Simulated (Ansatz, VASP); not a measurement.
**C in VASP and in Ansatz**

Contents of INCAR:

```
SYSTEM = C
ALGO = Normal
EDIFF = 1E-6
EDIFFG = -0.04
ENCUT = 600
GGA = PE
IBRION = 2
ISIF = 3
ISMEAR = 0
LASPH = .True.
LCHARG = .False.
LREAL = .False.
LWAVE = .False.
NELM = 80
NSW = 90
PREC = Accurate
SIGMA = 0.1
```

Contents of KPOINTS:

```
k-points
0
Gamma
  10 8 10
  0 0 0
```

The input POSCAR:

```
C
1.0
    1.7966886300      0.0000000000      0.0000000000
    0.0000000000      2.2282488500      0.0000000000
    0.0000000000      0.0000000000      1.8262882000
C
2
Direct
    0.5000000000      0.0000000000      0.8156311700
    0.0000000000      0.5000000000      0.1843688300
```

Input for Ansatz:

```yaml
crystal:
  lattice:
    - [1.79668863, 0.0, 0.0]
    - [0.0, 2.22824885, 0.0]
    - [0.0, 0.0, 1.8262882]
  atoms:
    - { symbol: C, position: [0.5, 0.0, 0.81563117] }
    - { symbol: C, position: [0.0, 0.5, 0.18436883] }
basis:
  ecutwfc: 420
kpoints:
  mp_grid: { grid: [10, 8, 10] }
hamiltonian:
  xc: pbe
scf:
  occupations: { method: gaussian, width: 0.1 }
  lower_state_search: "off"
output:
  forces: true
  stress: true
  eigenvalues: true
relax:
  adjacent_minimum: "off"
  f_tol: 0.04
  max_steps: 70
  cell: { stress_tol: 0.4 }
```

Alike in both runs: task relaxation of cell and atoms; functional PBE; k mesh 10 × 8 × 10; occupations gaussian, width 0.1 eV; no spin polarisation.

|  | VASP | Ansatz |
| --- | --- | --- |
| version | VASP 6.6.1 | Ansatz 0.2.0 |
| potentials or method | VASP PAW PBE potentials, release 64 (C), cutoff 600 eV | scalar-relativistic, plane waves, PAW |
| valence electrons in the cell | 8 | 8 |

Ansatz gave:

| Item | Value |
| --- | --- |
| gap on the k mesh at the Fermi level, each at its own relaxed structure (eV) | none |
| relaxed volume (Å³/atom) | 5.73 |
| relaxed length of the cell vector where the two differ most in proportion (Å) | 2.013 |

Question: Which values does VASP return?

Answer: gap on the k mesh at the Fermi level, each at its own relaxed structure (eV): none; relaxed volume (Å³/atom): 6.01; relaxed length of the cell vector where the two differ most in proportion (Å): 2.175.

A gap of «none» marks a metal or a gap that the smearing closes. One of these differences is far larger than is usual between the two programs; its cause wasn't traced.

Noted on VASP's run: the volume moved by over 15 % at a fixed basis, so the end points are rough.
